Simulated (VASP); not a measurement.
Wanted: the native input for a VASP 6.6.1 run.

```yaml
Task: single point
Functional: LDA
Potentials_or_basis: VASP PAW LDA potentials, release 64 (Li_sv, H)
Cutoff: 750 eV
k_mesh: 4 × 4 × 4
Occupations: gaussian, width 0.01 eV
Spin: no spin polarisation
Dipole_correction: no
Further_INCAR_settings: ALGO = Normal; EDIFF = 1e-06; NBANDS = 9
```

The structure of LiH lies in POSCAR:

```
LiH
1.0
    0.0000000000      2.0029948411      2.0029948411
    2.0029948411      0.0000000000      2.0029948411
    2.0029948411      2.0029948411      0.0000000000
Li H
1 1
Direct
    0.0000000000      0.0000000000      0.0000000000
    0.5000000000      0.5000000000      0.5000000000
```

The input as run:

INCAR

```
PREC = Accurate ; ENCUT = 750
EDIFF = 1E-6 ; ISMEAR = 0
SIGMA = 0.01 ; LREAL = False
LASPH = True ; NELM = 120
ALGO = Normal ; ISIF = 2
LWAVE = False ; LCHARG = False
GGA = CA ; NBANDS = 9
GGA_COMPAT = False
```

KPOINTS

```
Automatic mesh
0
Gamma
  4 4 4
```

Potentials or basis: VASP PAW LDA potentials, release 64 (Li_sv, H).

Launch:

```console
$ cat potpaw_LDA.64/Li_sv/POTCAR potpaw_LDA.64/H/POTCAR > POTCAR
$ mpirun -np 1 vasp_std > vasp.out
```

Results of the run:

* Pressure: -2.4 GPa
* Band gap on the k mesh: 2.59 eV

Caveat: the k points lie up to 0.68 Å⁻¹ apart.

Run time: 3.2 s on 1 thread of Intel Xeon 8259CL, on a shared host, peak memory 0.13 GiB.
